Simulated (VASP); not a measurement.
# AgCl (Cmmm) in VASP: single point with PBE

Aim: the single point of AgCl with PBE.

Program: VASP 6.6.1. These are calculated values, not measurements. Logs are shortened: lines on timing, memory, paths and dates and some standing lists are left out, and cuts for length are marked.

### 1 The cell of the first run

It takes space group Cmmm (No. 65, orthorhombic). Conventional cell: a = 4.703 Å, b = 4.901 Å, c = 3.396 Å, α = 90.00°, β = 90.00°, γ = 90.00°. Ag (site symmetry mmm) has 8 Cl at 2.90 to 2.98 Å and 6 Ag at 3.40 Å within 3.8 Å. Cl (site symmetry mmm) has 8 Ag at 2.90 to 2.98 Å and 6 Cl at 3.40 Å within 3.8 Å.

### 2 Single point, PBE (shear xy strain +4.1%)

Input file INCAR:

```
  ALGO = Normal
  EDIFF = 1E-6
  ENCUT = 630
  GGA = PE
  GGA_COMPAT = False
  ISIF = 2
  ISMEAR = -1
  LASPH = True
  LCHARG = False
  LREAL = False
  LWAVE = False
  NBANDS = 20
  NELM = 120
  PREC = Accurate
  SIGMA = 0.02
```

Input file KPOINTS:

```
k-points
0
Gamma
  8 8 8
```

Input file POSCAR:

```
AgCl
1.0
    3.3955880419      0.0699491137      0.0000000000
    0.0699491137      3.3955880419      0.0000000000
    0.0000000000      0.0000000000      3.3955880419
Ag Cl
1 1
Direct
    0.0000000000      0.0000000000      0.0000000000
    0.5000000000      0.5000000000      0.5000000000
```

Potentials or basis: VASP PAW PBE potentials, release 64 (Ag_sv_GW, Cl).

Run with:

```console
> cat potpaw_PBE.64/Ag_sv_GW/POTCAR potpaw_PBE.64/Cl/POTCAR > POTCAR
> mpirun -np 1 vasp_std > vasp.out
```

OUTCAR:

```text
EDIFF = 1E-6
   ENCUT = 630
   GGA = PE
   ISIF = 2
   ISMEAR = -1
   LASPH = True
   LREAL = False
   NELM = 120
   PREC = Accurate

 ion  position               nearest neighbor table
   1  0.000  0.000  0.000-
   2  0.500  0.500  0.500-

  LATTYP: Found a base centered orthorhombic cell.
 ALAT       =     4.7031636758
 B/A-ratio  =     1.0420665714
 C/A-ratio  =     0.7219795601

  Lattice vectors:

 A1 = (  -0.0699491137,  -3.3955880419,   0.0000000000)
 A2 = (   3.3955880419,   0.0699491137,   0.0000000000)
 A3 = (   0.0000000000,   0.0000000000,   3.3955880419)

Analysis of symmetry for initial positions (statically):
=====================================================================
 Subroutine PRICEL returns:
 Original cell was already a primitive cell.

 Routine SETGRP: Setting up the symmetry group for a
 base centered orthorhombic supercell.

 Subroutine GETGRP returns: Found  8 space group operations
 (whereof  8 operations were pure point group operations)
 out of a pool of  8 trial point group operations.

The static configuration has the point symmetry D_2h.

Analysis of symmetry for dynamics (positions and initial velocities):
=====================================================================
 Subroutine PRICEL returns:
 Original cell was already a primitive cell.

 Routine SETGRP: Setting up the symmetry group for a
 base centered orthorhombic supercell.

 Subroutine GETGRP returns: Found  8 space group operations
 (whereof  8 operations were pure point group operations)
 out of a pool of  8 trial point group operations.

The dynamic configuration has the point symmetry D_2h.

 Subroutine INISYM returns: Found  8 space group operations
 (whereof  8 operations are pure point group operations),
 and found     1 'primitive' translations

----------------------------------------------------------------------------------------

                                     Primitive cell

  volume of cell :      39.1346

  direct lattice vectors                    reciprocal lattice vectors
     3.395588042  0.069949114  0.000000000     0.294624827 -0.006069271  0.000000000
     0.069949114  3.395588042  0.000000000    -0.006069271  0.294624827  0.000000000
     0.000000000  0.000000000  3.395588042     0.000000000  0.000000000  0.294499800

  length of vectors
     3.396308441  3.396308441  3.395588042     0.294687334  0.294687334  0.294499800

  position of ions in fractional coordinates (direct lattice)
     0.000000000  0.000000000  0.000000000
     0.500000000  0.500000000  0.500000000

  ion indices of the primitive-cell ions
   primitive index   ion index
                 1           1
                 2           2

----------------------------------------------------------------------------------------

 KPOINTS: k-points

Automatic generation of k-mesh.
 Grid dimensions read from file:
 generate k-points for:    8    8    8

 Generating k-lattice:

  Cartesian coordinates                     Fractional coordinates (reciprocal lattice)
     0.036828103 -0.000758659  0.000000000     0.125000000  0.000000000  0.000000000
    -0.000758659  0.036828103  0.000000000     0.000000000  0.125000000  0.000000000
     0.000000000  0.000000000  0.036812475     0.000000000  0.000000000  0.125000000

  Length of vectors
     0.036835917  0.036835917  0.036812475

  Shift w.r.t. Gamma in fractional coordinates (k-lattice)
     0.000000000  0.000000000  0.000000000

 Subroutine IBZKPT returns following result:
 ===========================================

 Found    105 irreducible k-points:

 Following reciprocal coordinates:
            Coordinates               Weight
  0.000000  0.000000  0.000000      1.000000
  0.125000  0.000000  0.000000      4.000000
  0.250000  0.000000  0.000000      4.000000
  0.375000  0.000000  0.000000      4.000000
  0.500000  0.000000  0.000000      2.000000
  0.125000  0.125000  0.000000      2.000000
[... 16 lines left out ...]
  0.125000  0.000000  0.125000      8.000000
  0.250000  0.000000  0.125000      8.000000
 [... further k-points ...]
   k-points           NKPTS =    105   k-points in BZ     NKDIM =    105   number of bands    NBANDS=     20
   number of dos      NEDOS =    301   number of ions     NIONS =      2
   total plane-waves  NPLWV =  21952
   dimension x,y,z NGX =    28 NGY =   28 NGZ =   28
   dimension x,y,z NGXF=    56 NGYF=   56 NGZF=   56
   ions per type =               1   1
   NGX,Y,Z   is equivalent  to a cutoff of  13.71, 13.71, 13.71 a.u.
   NGXF,Y,Z  is equivalent  to a cutoff of  27.41, 27.41, 27.42 a.u.
 SYSTEM =  unknown system
   PREC   = accura    normal or accurate (medium, high low for compatibility)
   ISTART =      0    job   : 0-new  1-cont  2-samecut
   ICHARG =      2    charge: 1-file 2-atom 10-const
   ISPIN  =      1    spin polarized calculation?
   LNONCOLLINEAR =      F non collinear calculations
   LSORBIT =      F    spin-orbit coupling
   LASPH  =      T    aspherical Exc in radial PAW
   ENCUT  =  630.0 eV  46.30 Ry    6.80 a.u.   6.95  6.95  6.95*2*pi/ulx,y,z
   NELM   =    120;   NELMIN=  2; NELMDL= -5     # of ELM steps
   EDIFF  = 0.1E-05   stopping-criterion for ELM
   LREAL  =      F    real-space projection
   EDIFFG = 0.1E-04   stopping-criterion for IOM
   NSW    =      0    number of steps for IOM
   IBRION =     -1    ionic relax: 0-MD 1-quasi-New 2-CG
   NFREE  =      0    steps in history (QN), initial steepest desc. (CG)
   ISIF   =      2    stress and relaxation
   ISYM   =      2    0-nonsym 1-usesym 2-fastsym
   POTIM  = 0.5000    time-step for ionic-motion
   TEBEG  =    0.0;   TEEND  =   0.0 temperature during run
   PSTRESS=    0.0 pullay stress
   NELECT =      26.0000    total number of electrons
   NUPDOWN=      -1.0000    fix difference up-down
   EMIN   =  10.00;   EMAX   =-10.00  energy-range for DOS
   EFERMI =   0.00;   METHOD = LEGACY
   ISMEAR =    -1;   SIGMA  =   0.02  broadening in eV -4-tet -1-fermi 0-gaus
   EFERMI_NEDOS =   21; number of points for ismear=-14 and -15
   IALGO  =     38    algorithm
   IMIX   =      4    mixing-type and parameters
     AMIX     =   0.40;   BMIX     =  1.00
     AMIX_MAG =   1.60;   BMIX_MAG =  1.00
  volume/ion in A,a.u.               =      19.57       132.05
  Fermi-wavevector in a.u.,A,eV,Ry     =   1.428496  2.699466 27.764064  2.040601
  Thomas-Fermi vector in A             =   2.548552
   LORBIT       =      0    0 simple, 1 ext, 2 COOP (PROOUT), +10 PAW based schemes
   GGA     = PE    functional components
   LHFCALC =     F    Hartree Fock is set to
   AEXX    =    0.0000 exact exchange contribution
   IVDW    =     0    specifies the selected vdW correction
   LEPSILON=     F    determine dielectric tensor
   LRPA    =     F    only Hartree local field effects (RPA)
 non-spin polarized calculation
  energy-cutoff  :      630.00
  volume of cell :       39.13
 maximum number of plane-waves:      1428
   NGX = 13   NGY = 13   NGZ = 13

 number of electron      26.0000014 magnetization

 Free energy of the ion-electron system (eV)
  ---------------------------------------------------
  ext. energy  EPLUGINS =         0.00000000
  ---------------------------------------------------
  free energy    TOTEN  =        -3.05830498 eV

  energy without entropy =       -3.05830496  energy(sigma->0) =       -3.05830497

 E-fermi :   4.1715     XC(G=0): -10.6980

 val. band max:        3.9403662969   @ k =   0.0000   0.0000   0.5000
 cond. band min:       4.4010368599   @ k =   0.0000   0.0000   0.0000
 fundamental gap:      0.4606705629
 Fermi energy:         4.1714736447

 k-point     1 :       0.0000    0.0000    0.0000
  band No.  band energies     occupation
      1     -85.8705      2.00000
      2     -49.3905      2.00000
      3     -49.3884      2.00000
      4     -49.3877      2.00000
      5     -10.9812      2.00000
      6       0.9486      2.00000
[... 12 lines left out ...]
     19      18.0278      0.00000
     20      20.2526      0.00000

 k-point     2 :       0.1250    0.0000    0.0000
  band No.  band energies     occupation
      1     -85.8704      2.00000
      2     -49.3915      2.00000
      3     -49.3883      2.00000
      4     -49.3882      2.00000
      5     -10.9132      2.00000
      6       0.7127      2.00000
[... 12 lines left out ...]
     19      17.4354      0.00000
     20      20.2037      0.00000

 k-point     3 :       0.2500    0.0000    0.0000
  band No.  band energies     occupation
      1     -85.8703      2.00000
      2     -49.3951      2.00000
      3     -49.3883      2.00000
      4     -49.3881      2.00000
      5     -10.7401      2.00000
      6      -0.2650      2.00000
[... 12 lines left out ...]
     19      17.7332      0.00000
     20      20.0305      0.00000

 k-point     4 :       0.3750    0.0000    0.0000
  band No.  band energies     occupation
      1     -85.8702      2.00000
      2     -49.3989      2.00000
      3     -49.3882      2.00000
      4     -49.3878      2.00000
      5     -10.5525      2.00000
      6      -1.1421      2.00000
[... 12 lines left out ...]
     19      19.8334      0.00000
     20      19.8645      0.00000

 k-point     5 :       0.5000    0.0000    0.0000
  band No.  band energies     occupation
      1     -85.8701      2.00000
      2     -49.4006      2.00000
      3     -49.3881      2.00000
      4     -49.3876      2.00000
      5     -10.4698      2.00000
      6      -1.4727      2.00000
[... 12 lines left out ...]
     19      19.7530      0.00000
     20      19.7959      0.00000

 k-point     6 :       0.1250    0.1250    0.0000
  band No.  band energies     occupation
      1     -85.8704      2.00000
      2     -49.3921      2.00000
      3     -49.3891      2.00000
      4     -49.3882      2.00000
      5     -10.8530      2.00000
      6       0.7457      2.00000
[... 12 lines left out ...]
     19      18.0157      0.00000
     20      19.5357      0.00000

 k-point     7 :       0.2500    0.1250    0.0000
  band No.  band energies     occupation
      1     -85.8702      2.00000
      2     -49.3951      2.00000
      3     -49.3898      2.00000
      4     -49.3879      2.00000
      5     -10.6903      2.00000
      6      -0.1397      2.00000
[... 12 lines left out ...]
     19      18.1755      0.00000
     20      19.3192      0.00000
[... 277 lines left out ...]
 k-point    20 :      -0.3750    0.3750    0.0000
  band No.  band energies     occupation
      1     -85.8698      2.00000
      2     -49.3997      2.00000
      3     -49.3961      2.00000
      4     -49.3871      2.00000
      5     -10.2502      2.00000
      6      -0.3498      2.00000
[... 12 lines left out ...]
     19      17.6408      0.00000
     20      20.1562      0.00000

 k-point    21 :       0.5000    0.5000    0.0000
  band No.  band energies     occupation
      1     -85.8697      2.00000
      2     -49.4013      2.00000
      3     -49.3975      2.00000
      4     -49.3868      2.00000
      5     -10.1522      2.00000
      6      -0.0251      2.00000
[... 12 lines left out ...]
     19      17.7488      0.00000
     20      19.3673      0.00000

 k-point    22 :       0.0000    0.0000    0.1250
  band No.  band energies     occupation
      1     -85.8705      2.00000
      2     -49.3904      2.00000
      3     -49.3901      2.00000
      4     -49.3876      2.00000
      5     -10.9132      2.00000
      6       0.7111      2.00000
[... 12 lines left out ...]
     19      17.3118      0.00000
     20      20.1170      0.00000

 k-point    23 :       0.1250    0.0000    0.1250
  band No.  band energies     occupation
      1     -85.8704      2.00000
      2     -49.3914      2.00000
      3     -49.3900      2.00000
      4     -49.3880      2.00000
      5     -10.8480      2.00000
      6       0.6640      2.00000
[... 12 lines left out ...]
     19      17.9128      0.00000
     20      19.4185      0.00000

 k-point    24 :       0.2500    0.0000    0.1250
  band No.  band energies     occupation
      1     -85.8702      2.00000
      2     -49.3949      2.00000
      3     -49.3897      2.00000
      4     -49.3882      2.00000
      5     -10.6827      2.00000
      6      -0.2012      2.00000
[... 12 lines left out ...]
     19      18.2024      0.00000
     20      19.1925      0.00000

 [... further k-points ...]

------------------------ aborting loop because EDIFF is reached ----------------------------------------

  FORCE on cell =-STRESS in cart. coord.  units (eV):
  Direction    XX          YY          ZZ          XY          YZ          ZX
  --------------------------------------------------------------------------------------
  -------------------------------------------------------------------------------------
  Total        0.3752477      0.3752477      0.3765048      0.1079116      0.0000000      0.0000000
  in kB       15.3627164     15.3627164     15.4141823      4.4179207      0.0000000      0.0000000
  external PRESSURE =      15.3798717 kB  Pullay stress =       0.0000000 kB

 VOLUME and BASIS-vectors are now :
 -----------------------------------------------------------------------------
  energy-cutoff  :      630.00
  volume of cell :       39.13
      direct lattice vectors                 reciprocal lattice vectors
     3.395588042  0.069949114  0.000000000     0.294624827 -0.006069271  0.000000000
     0.069949114  3.395588042  0.000000000    -0.006069271  0.294624827  0.000000000
     0.000000000  0.000000000  3.395588042     0.000000000  0.000000000  0.294499800

 POSITION                                       TOTAL-FORCE (eV/Angst)
 -----------------------------------------------------------------------------------
      0.00000      0.00000      0.00000        -0.000000      0.000000      0.000000
      1.73277      1.73277      1.69779         0.000000      0.000000      0.000000
 -----------------------------------------------------------------------------------
    total drift:                               -0.000000      0.000000     -0.000000

  FREE ENERGIE OF THE ION-ELECTRON SYSTEM (eV)
  ---------------------------------------------------
  free  energy   TOTEN  =        -3.0583049764 eV

  energy  without entropy=       -3.0583049559  energy(sigma->0) =       -3.05830497
```

Wall time 48 s (1 thread of Intel Xeon Platinum 8488C (Sapphire Rapids), shared host); peak memory 0.26 GiB.

Results:

| Item | Value |
| --- | --- |
| Free energy | -3.0583 eV |
| Pressure | 1.5 GPa |
| Band gap on the k mesh | 0.46 eV (least direct gap 2.12 eV) |

Levels at points of the mesh, in eV from the valence-band top:
```csv
k point,band 10,band 11,band 12,band 13,band 14,band 15,band 16,band 17
"(0.00, 0.00, 0.00)",-1.96,-1.84,-1.75,-1.65,0.46,9.26,9.27,13.49
"(0.50, 0.00, 0.00)",-1.93,-1.60,-0.14,-0.12,4.78,5.56,9.09,9.88
"(0.50, 0.50, 0.00)",-2.30,-2.29,-1.67,-1.09,2.66,8.71,9.17,10.51
"(0.00, 0.00, 0.50)",-1.94,-1.59,-0.27,0.00,4.80,5.55,9.18,9.78
"(0.50, 0.00, 0.50)",-2.29,-2.26,-1.66,-1.09,2.65,8.92,8.96,10.49
"(0.50, 0.50, 0.50)",-1.64,-0.40,-0.31,-0.20,4.38,4.57,4.75,6.81
```

Caveat: the cell differs from its parent crystal (shear xy strain +4.1%); the structure was generated, so it needn't be the stable form of AgCl; semilocal functionals underestimate gaps, and a narrow one can read as zero. A k mesh can miss the band edges.
